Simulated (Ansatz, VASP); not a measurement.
## One calculation of KAs4, two programs

```xyz
5
Lattice="3.9956 0.0000 0.0000 0.0000 3.9956 0.0000 0.0000 0.0000 7.7466" Properties=species:S:1:pos:R:3 pbc="T T T"
K     0.0000    0.0000    0.0000
As    0.0000    1.9978    5.0900
As    1.9978    0.0000    5.0900
As    0.0000    1.9978    2.6565
As    1.9978    0.0000    2.6565
```

Alike in both runs: functional PBE; dispersion D3(BJ); k mesh 4 × 4 × 2; occupations gaussian, width 0.1 eV; no spin polarisation.

Ansatz relaxed the structure, and its values are those at the end. VASP's run is a single point on that final structure, the one shown.

|  | VASP | Ansatz |
| --- | --- | --- |
| version | VASP 6.6.1 | Ansatz 0.2.0 |
| potentials or method | VASP PAW PBE potentials, release 64 (K_sv, As), cutoff 520 eV | scalar-relativistic, plane waves, PAW |
| valence electrons in the cell | 29 | 69 |

Ansatz gave:

```
gap on the k mesh at the Fermi level (eV) : none
pressure (GPa)                            : 0.0
rms of the force components (eV/Å)        : 0.006
```

Question: Estimate VASP's values.

Answer: gap on the k mesh at the Fermi level (eV): none; pressure (GPa): 0.2; rms of the force components (eV/Å): 0.029.

A gap of «none» marks a metal or a gap that the smearing closes. VASP's potentials hold 29 valence electrons a cell and Ansatz's 69, so a difference there can come from the potentials and not from the codes.

The k mesh is coarse, so the values compare programs but aren't converged.
